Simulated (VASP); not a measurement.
A run of VASP 6.6.1:

File INCAR:

```
SYSTEM = CO2
PREC = Accurate
ENCUT = 910
EDIFF = 1E-6
ISMEAR = 0
SIGMA = 0.01
LREAL = .False.
LASPH = .True.
NELM = 120
ALGO = Normal
ISIF = 2
LWAVE = .False.
LCHARG = .False.
GGA = CA
NBANDS = 25
GGA_COMPAT = .False.
```

Contents of KPOINTS:

```
Automatic mesh
0
Gamma
  10 10 10
  0 0 0
```

File POSCAR:

```
CO2
1.0
   -1.9548127153      1.9548127153      2.9673315043
    1.9548127153     -1.9548127153      2.9673315043
    1.9548127153      1.9548127153     -2.9673315043
C O
2 4
Direct
    0.0000000000      0.0000000000      0.0000000000
    0.7500000000      0.2500000000      0.5000000000
    0.3750000000      0.2923507872      0.4173507872
    0.7076492128      0.1250000000      0.0826492128
    0.8750000000      0.9576492128      0.5826492128
    0.0423507872      0.6250000000      0.9173507872
```

Potentials or basis: VASP PAW LDA potentials, release 64 (C_h, O_h).

Run with:

```sh
$ cat potpaw_LDA.64/C_h/POTCAR potpaw_LDA.64/O_h/POTCAR > POTCAR
$ mpirun -np 1 vasp_std > vasp.out
```

Hardware: 1 thread of Intel(R) Xeon(R) Platinum 8488C (Sapphire Rapids), on a shared host.

Question: How long does it take, and how much memory?

Answer: Wall time 2.6 min on 1 thread of Intel(R) Xeon(R) Platinum 8488C (Sapphire Rapids) (shared host), peak memory 0.32 GiB. Counts: scf iterations 13, k points 102.
